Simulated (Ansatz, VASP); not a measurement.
**One calculation of NbH2, two programs**

The input POSCAR:

```
NbH2
1.0
    0.0000000000      2.2815000000      2.2815000000
    2.2815000000      0.0000000000      2.2815000000
    2.2815000000      2.2815000000      0.0000000000
Nb H
1 2
Direct
    0.0000000000      0.0000000000      0.0000000000
    0.2938308131      0.2938308131      0.2061691869
    0.7938308131      0.7938308131      0.7061691869
```

The input INCAR.step1:

```
SYSTEM = NbH2
ALGO     = Normal         ! electronic algorithm
EDIFF    = 1E-4           ! SCF threshold, eV
ENCUT    = 520            ! plane-wave cutoff, eV
GGA      = PE             ! functional
ISMEAR   = 0              ! smearing method
LASPH    = .True.         ! aspherical terms in the spheres
LCHARG   = .False.        ! write CHGCAR
LREAL    = .False.        ! projectors in reciprocal space
LWAVE    = .True.         ! write WAVECAR
NBANDS   = 14             ! bands
NELM     = 60             ! most SCF steps
PREC     = Accurate       ! precision mode
SIGMA    = 0.15           ! smearing width, eV
```

INCAR.step2

```
SYSTEM = NbH2
ALGO     = Normal         ! electronic algorithm
EDIFF    = 1E-7           ! SCF threshold, eV
ENCUT    = 520            ! plane-wave cutoff, eV
ISIF     = 2              ! what is computed and relaxed
ISMEAR   = 0              ! smearing method
ISTART   = 1            
LASPH    = .True.         ! aspherical terms in the spheres
LCHARG   = .True.         ! write CHGCAR
LELF     = .True.         ! ELF
LMIXTAU  = .True.       
LREAL    = .False.        ! projectors in reciprocal space
LVHAR    = .True.       
LWAVE    = .False.        ! write WAVECAR
METAGGA  = R2SCAN         ! meta-GGA
NBANDS   = 14             ! bands
NELM     = 60             ! most SCF steps
PREC     = Accurate       ! precision mode
SIGMA    = 0.15           ! smearing width, eV
```

Contents of KPOINTS:

```
k-points
0
Gamma
  18 18 18
  0 0 0
```

Input for Ansatz:

```yaml
crystal:
  lattice:
    - [0.0, 2.2815, 2.2815]
    - [2.2815, 0.0, 2.2815]
    - [2.2815, 2.2815, 0.0]
  atoms:
    - { symbol: Nb, position: [0.0, 0.0, 0.0] }
    - { symbol: H, position: [0.2938308131, 0.2938308131, 0.2061691869] }
    - { symbol: H, position: [0.7938308131, 0.7938308131, 0.7061691869] }
basis:
  ecutwfc: 500
kpoints:
  mp_grid: { grid: [18, 18, 18] }
hamiltonian:
  xc: r2scan
scf:
  occupations: { method: gaussian, width: 0.15 }
output:
  forces: true
  stress: true
  eigenvalues: true
```

Change from the starting cell: all H atoms moved -0.200 Å, as atom 2 towards its neighbour atom 3 (H) at 2.281 Å.

Alike in both runs: task single point; functional r2SCAN; k mesh 18 × 18 × 18; occupations gaussian, width 0.15 eV; no spin polarisation.

```csv
,VASP,Ansatz
version,VASP 6.6.1,Ansatz 0.2.0
potentials or method,"VASP PAW PBE potentials, release 64 (Nb_sv, H), cutoff 520 eV","scalar-relativistic, plane waves, PAW"
valence electrons in the cell,15,15
```

|  | VASP | Ansatz | Ansatz less VASP |
| --- | --- | --- | --- |
| gap on the k mesh at the Fermi level (eV) | none | none | - |
| pressure (GPa) | 0.5 | 0.8 | +0.34 |
| traceless stress, the component that is largest in VASP (GPa) | -2.28 | -2.28 | -0.005 |
| rms of the force components (eV/Å) | 0.670 | 0.671 | +0.0015 |

VASP's potentials were made for PBE, not for r2SCAN. Atom by atom the forces differ by 0.001 eV/Å (rms over components). A gap of «none» marks a metal or a gap that the smearing closes.
